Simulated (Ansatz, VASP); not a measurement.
Zn3SbSe4 in VASP and in Ansatz

File POSCAR:

```
Zn3SbSe4
1.0
    0.0000000000      5.7131810000      0.0000000000
    5.7131810000      0.0000000000      0.0000000000
    2.8565900000      2.8565900000     -5.6920880000
Zn Sb Se
3 1 4
Direct
    0.5000000000      0.5000000000      0.0000000000
    0.7500000000      0.2500000000      0.5000000000
    0.2500000000      0.7500000000      0.5000000000
    0.0000000000      0.0000000000      0.0000000000
    0.6108100000      0.6108100000      0.2625800000
    0.3891900000      0.8733900000      0.7374200000
    0.1266100000      0.1266100000      0.2625800000
    0.8733900000      0.3891900000      0.7374200000
```

The input INCAR.step1:

```
PREC = Accurate
ENCUT = 520
ISMEAR = 1
SIGMA = 0.01
LREAL = F
LASPH = T
NELM = 80
NBANDS = 42
GGA = PE
ALGO = Normal
EDIFF = 1E-4
LWAVE = T
LCHARG = F
```

INCAR.step2

```
PREC = Accurate
ENCUT = 520
EDIFF = 1E-7
ISMEAR = 1
SIGMA = 0.01
LREAL = F
LASPH = T
NELM = 80
ALGO = Normal
ISIF = 2
LWAVE = F
LCHARG = F
METAGGA = R2SCAN
LMIXTAU = T
IVDW = 12
VDW_S6 = 1.0
VDW_S8 = 0.78981345
VDW_A1 = 0.49484001
VDW_A2 = 5.73083694
NBANDS = 42
ISTART = 1
```

KPOINTS

```
Automatic mesh
0
Gamma
  4 4 4
```

Input for Ansatz:

```yaml
crystal:
  lattice:
    - [0.0, 5.713181, 0.0]
    - [5.713181, 0.0, 0.0]
    - [2.85659, 2.85659, -5.692088]
  atoms:
    - { symbol: Zn, position: [0.5, 0.5, 0.0] }
    - { symbol: Sb, position: [0.0, 0.0, 0.0] }
    - { symbol: Se, position: [0.61081, 0.61081, 0.26258] }
    - { symbol: Se, position: [0.38919, 0.87339, 0.73742] }
    - { symbol: Se, position: [0.12661, 0.12661, 0.26258] }
    - { symbol: Se, position: [0.87339, 0.38919, 0.73742] }
    - { symbol: Zn, position: [0.75, 0.25, 0.5] }
    - { symbol: Zn, position: [0.25, 0.75, 0.5] }
  symmetry: { tolerance: 0.0003 }
kpoints:
  mp_grid: { grid: [4, 4, 4], shift: [0, 0, 0] }
magnetization:
  spin_polarized: false
scf:
  occupations: { method: cold, width: 0.01 }
hamiltonian:
  pseudopotentials: { kind: paw }
  xc: r2scan
  dispersion: d3bj
basis:
  ecutwfc: 500
output:
  forces: true
  stress: true
  eigenvalues: true
```

Alike in both runs: task single point; functional r2SCAN; dispersion D3(BJ); k mesh 4 × 4 × 4; no spin polarisation.

```csv
,VASP,Ansatz
version,VASP 6.6.1,Ansatz 0.2.0
potentials or method,"VASP PAW PBE potentials, release 64 (Zn, Sb, Se), cutoff 520 eV",PAW plane waves
occupations,"methfessel-paxton of order 1, width 0.01 eV","cold, width 0.01 eV"
valence electrons in the cell,65,115
```

VASP gave:

| Item | Value |
| --- | --- |
| gap on the k mesh at the Fermi level (eV) | none |
| pressure (GPa) | 8.4 |
| rms of the force components (eV/Å) | 0.910 |

Problem. Which values does Ansatz return?

Solution. gap on the k mesh at the Fermi level (eV): none; pressure (GPa): 8.3; rms of the force components (eV/Å): 0.904.

VASP's potentials were made for PBE, not for r2SCAN. A gap of «none» marks a metal or a gap that the smearing closes. VASP's potentials hold 65 valence electrons a cell and Ansatz's 115, so a difference there can come from the potentials and not from the codes. Ansatz's warnings: dispersion damping borrowed.

Spin-orbit coupling is off throughout.
